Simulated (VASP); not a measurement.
Here is a VASP 6.6.1 calculation.

File INCAR:

```
SYSTEM = GaSb
ALGO = Normal ; EDIFF = 1E-6
ENCUT = 520 ; GGA = CA
ISIF = 2 ; ISMEAR = -1
LASPH = .True. ; LCHARG = .False.
LREAL = .False. ; LWAVE = .False.
NBANDS = 16 ; NELM = 60
PREC = Accurate ; SIGMA = 0.1
```

KPOINTS

```
k-points
0
Gamma
  12 12 12
  0 0 0
```

File POSCAR:

```
GaSb
1.0
    0.0000000000      3.0253717464      3.0253717464
    3.0253717464      0.0000000000      3.0253717464
    3.0253717464      3.0253717464      0.0000000000
Ga Sb
1 1
Direct
    0.0000000000      0.0000000000      0.0000000000
    0.7500000000      0.7500000000      0.7500000000
```

Potentials or basis: VASP PAW LDA potentials, release 64 (Ga_d, Sb).

Run with:

```console
$ cat potpaw_LDA.64/Ga_d/POTCAR potpaw_LDA.64/Sb/POTCAR > POTCAR
$ mpirun -np 1 vasp_std > vasp.out
```

Problem. Predict the pressure.

Solution. 0.2 GPa.
